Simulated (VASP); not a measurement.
# SiGe4W (P4/mmm) in VASP: notebook, part 2 of 2

VASP 6.6.1. The steps go on from the part before.

**5. Single point, PBE**

The input, INCAR:

```
ALGO = Normal
EDIFF = 1E-6
ENCUT = 520
GGA = PE
ISIF = 2
ISMEAR = 0
LASPH = True
LCHARG = True
LELF = True
LREAL = False
LVHAR = True
LWAVE = False
NBANDS = 46
NELM = 60
PREC = Accurate
SIGMA = 0.1
```

The input, KPOINTS:

```
k-points
0
Gamma
  12 12 4
```

The input, POSCAR:

```
SiGe4W
1.0
    3.1905081266      0.0000000000      0.0000000000
    0.0000000000      3.1905081266      0.0000000000
    0.0000000000      0.0000000000     10.9794276824
Si Ge W
1 4 1
Direct
    0.0000000000      0.0000000000      0.5000000000
    0.5000000000      0.5000000000      0.3663963700
    0.5000000000      0.5000000000      0.8684561175
    0.5000000000      0.5000000000      0.1315438825
    0.5000000000      0.5000000000      0.6336036300
    0.0000000000      0.0000000000      0.0000000000
```

Potentials or basis: VASP PAW PBE potentials, release 64 (Si, Ge_d, W_sv).

Run with:

```
$ cat potpaw_PBE.64/Si/POTCAR potpaw_PBE.64/Ge_d/POTCAR potpaw_PBE.64/W_sv/POTCAR > POTCAR
$ mpirun -np 1 vasp_std > vasp.out
```

OUTCAR:

```text
EDIFF = 1E-6
   ENCUT = 520
   GGA = PE
   ISIF = 2
   ISMEAR = 0
   LASPH = True
   LREAL = False
   NELM = 60
   PREC = Accurate

 ion  position               nearest neighbor table
   1  0.000  0.000  0.500-   2 2.69   5 2.69   2 2.69   5 2.69   2 2.69   5 2.69   2 2.69   5 2.69

   2  0.500  0.500  0.366-   4 2.58   1 2.69   1 2.69   1 2.69   1 2.69
   3  0.500  0.500  0.868-   5 2.58   6 2.68   6 2.68   6 2.68   6 2.68   4 2.89
   4  0.500  0.500  0.132-   2 2.58   6 2.68   6 2.68   6 2.68   6 2.68   3 2.89
   5  0.500  0.500  0.634-   3 2.58   1 2.69   1 2.69   1 2.69   1 2.69
   6  0.000  0.000  0.000-   3 2.68   4 2.68   3 2.68   4 2.68   3 2.68   4 2.68   3 2.68   4 2.68

  LATTYP: Found a simple tetragonal cell.
 ALAT       =     3.1905081266
 C/A-ratio  =     3.4412787076

  Lattice vectors:

 A1 = (   3.1905081266,   0.0000000000,   0.0000000000)
 A2 = (   0.0000000000,   3.1905081266,   0.0000000000)
 A3 = (   0.0000000000,   0.0000000000,  10.9794276824)

Analysis of symmetry for initial positions (statically):
=====================================================================
[... 177 lines left out ...]
  free energy    TOTEN  =       -34.16459356 eV

  energy without entropy =      -34.14815366  energy(sigma->0) =      -34.15637361

 E-fermi :   7.1074     XC(G=0): -11.1805

 val. band max:        7.0845064144   @ k =   0.4167   0.3333   0.2500
 cond. band min:       7.1308713724   @ k =   0.4167   0.3333   0.5000
 fundamental gap:      0.0463649579
 Fermi energy:         7.1074009640

 k-point     1 :       0.0000    0.0000    0.0000
  band No.  band energies     occupation
      1     -66.6138      2.00000
      2     -30.8294      2.00000
      3     -30.7810      2.00000
      4     -30.7810      2.00000
      5     -17.6279      2.00000
      6     -17.6241      2.00000
[... 1165 lines left out ...]
     45      10.4857      0.00000
     46      11.4586      0.00000

 [... further k-points ...]
[... 5 lines left out ...]
  --------------------------------------------------------------------------------------
  -------------------------------------------------------------------------------------
  Total        0.0574152      0.0574152      0.0229396      0.0000000     -0.0000000      0.0000000
  in kB        0.8230726      0.8230726      0.3288492      0.0000000     -0.0000000      0.0000000
  external PRESSURE =       0.6583315 kB  Pullay stress =       0.0000000 kB

 VOLUME and BASIS-vectors are now :
 -----------------------------------------------------------------------------
  energy-cutoff  :      520.00
  volume of cell :      111.76
      direct lattice vectors                 reciprocal lattice vectors
     3.190508127  0.000000000  0.000000000     0.313429698  0.000000000  0.000000000
     0.000000000  3.190508127  0.000000000     0.000000000  0.313429698  0.000000000
     0.000000000  0.000000000 10.979427682     0.000000000  0.000000000  0.091079429

 POSITION                                       TOTAL-FORCE (eV/Angst)
 -----------------------------------------------------------------------------------
      0.00000      0.00000      5.48971         0.000000      0.000000     -0.000000
      1.59525      1.59525      4.02282         0.000000     -0.000000     -0.003626
      1.59525      1.59525      9.53515         0.000000     -0.000000     -0.017501
      1.59525      1.59525      1.44428        -0.000000      0.000000      0.017501
      1.59525      1.59525      6.95661        -0.000000      0.000000      0.003626
      0.00000      0.00000      0.00000         0.000000      0.000000     -0.000000
 -----------------------------------------------------------------------------------
    total drift:                                0.000000     -0.000000      0.000000

  FREE ENERGIE OF THE ION-ELECTRON SYSTEM (eV)
  ---------------------------------------------------
  free  energy   TOTEN  =       -34.1645935555 eV

  energy  without entropy=      -34.1481536577  energy(sigma->0) =      -34.15637361
```

OSZICAR:

```text
N       E                     dE             d eps       ncg     rms          rms(c)
DAV:   1     0.812684117947E+03    0.81268E+03   -0.34685E+04  9464   0.406E+03
DAV:   2     0.109239419480E+03   -0.70344E+03   -0.68262E+03  7744   0.982E+02
DAV:   3    -0.252566598069E+02   -0.13450E+03   -0.13074E+03  8250   0.236E+02
DAV:   4    -0.348431094831E+02   -0.95864E+01   -0.93801E+01  9480   0.673E+01
DAV:   5    -0.350677936821E+02   -0.22468E+00   -0.22416E+00  8890   0.117E+01    0.183E+01
DAV:   6    -0.343874940820E+02    0.68030E+00   -0.26470E+00 10122   0.101E+01    0.631E+00
DAV:   7    -0.346264691149E+02   -0.23898E+00   -0.54971E+00 11962   0.118E+01    0.445E+00
DAV:   8    -0.341682313095E+02    0.45824E+00   -0.24017E+00 10424   0.571E+00    0.177E+00
DAV:   9    -0.341666846964E+02    0.15466E-02   -0.11146E-01  8960   0.167E+00    0.561E-01
DAV:  10    -0.341645807641E+02    0.21039E-02   -0.17338E-02  9176   0.858E-01    0.176E-01
DAV:  11    -0.341645254783E+02    0.55286E-04   -0.31017E-03  9180   0.340E-01    0.149E-01
DAV:  12    -0.341645762514E+02   -0.50773E-04   -0.35984E-04  9930   0.197E-01    0.573E-02
DAV:  13    -0.341645966238E+02   -0.20372E-04   -0.11117E-04  9252   0.707E-02    0.296E-02
DAV:  14    -0.341645928119E+02    0.38119E-05   -0.18672E-05  9612   0.391E-02    0.880E-03
DAV:  15    -0.341645935555E+02   -0.74360E-06   -0.31420E-06  7404   0.117E-02
   1 F= -.34164594E+02 E0= -.34156374E+02  d E =-.164399E-01
```

stdout:

```text
POSCAR found type information on POSCAR SiGeW
 POSCAR found :  3 types and       6 ions
 scaLAPACK will be used
 LDA part: xc-table for (Slater+PW92), standard interpolation
 POSCAR, INCAR and KPOINTS ok, starting setup
 FFT: planning ... GRIDC
 FFT: planning ... GRID_SOFT
 FFT: planning ... GRID
 WAVECAR not read
 entering main loop
```

It took 2.8 min on 1 thread of Intel Xeon 6975P-C (Granite Rapids), shared host; peak memory 0.47 GiB.

What came out:

```yaml
Free_energy: -34.1646 eV
Pressure: 0.1 GPa
Largest_force: 0.018 eV/Å
Band_gap_on_the_k_mesh: zero (band 37 reaches 8.65 eV, above the bottom of band 38 at 5.25 eV)
```

Forces in eV/Å, atoms in the order of the input:
```
Si   0.000  0.000  0.000
Ge   0.000  0.000 -0.004
Ge   0.000  0.000 -0.018
Ge   0.000  0.000  0.018
Ge   0.000  0.000  0.004
W    0.000  0.000  0.000
```

Levels at points of the mesh, in eV from the Fermi level:
| k point | band 34 | band 35 | band 36 | band 37 | band 38 | band 39 | band 40 | band 41 |
| --- | --- | --- | --- | --- | --- | --- | --- | --- |
| (0.00, 0.00, 0.00) | -0.52 | 0.06 | 0.06 | 1.52 | 1.57 | 2.60 | 2.83 | 2.83 |
| (0.50, 0.00, 0.00) | -1.61 | -1.42 | -0.87 | 0.86 | 0.88 | 1.49 | 3.28 | 3.34 |
| (0.50, 0.50, 0.00) | -3.10 | -2.69 | -2.69 | -1.85 | -1.85 | -0.47 | -0.27 | 2.51 |
| (0.00, 0.00, 0.50) | -0.34 | 0.12 | 0.12 | 1.55 | 1.57 | 2.49 | 2.49 | 3.40 |
| (0.50, 0.00, 0.50) | -1.83 | -1.42 | -1.35 | 0.86 | 1.27 | 2.02 | 3.15 | 3.21 |
| (0.50, 0.50, 0.50) | -3.02 | -3.02 | -1.53 | -1.53 | -1.06 | -0.65 | -0.34 | -0.02 |

Caveat: spin-orbit coupling is left out, which moves the levels of the heavy elements.

**6. Summary**

```csv
task,cell,k mesh,cutoff (eV),gap on the mesh (eV),pressure (GPa),largest force (eV/Å)
single point,"a = 3.156, b = 3.156, c = 11.198 Å, 6 atoms",6 × 6 × 2,520,none,0.3,0.02
single point,"a = 2.971, b = 2.971, c = 11.196 Å, 6 atoms",6 × 6 × 2,520,none,15.9,0.89
relaxation of cell and atoms,"relaxed from a = 2.971, b = 2.971, c = 11.196 Å, 6 atoms",6 × 6 × 2,600,none,-0.1,0.01
single point,"a = 3.191, b = 3.191, c = 10.979 Å, 6 atoms",12 × 12 × 4,520,none,0.1,0.02
```

Alike in all rows: level PBE; potentials or basis VASP PAW PBE potentials, release 64 (Si, Ge_d, W_sv); no spin polarisation; smearing gaussian 0.1 eV.

Caveats: spin-orbit coupling is left out, which moves the levels of the heavy elements.

Absolute energies hang on the potentials; compare differences alone.
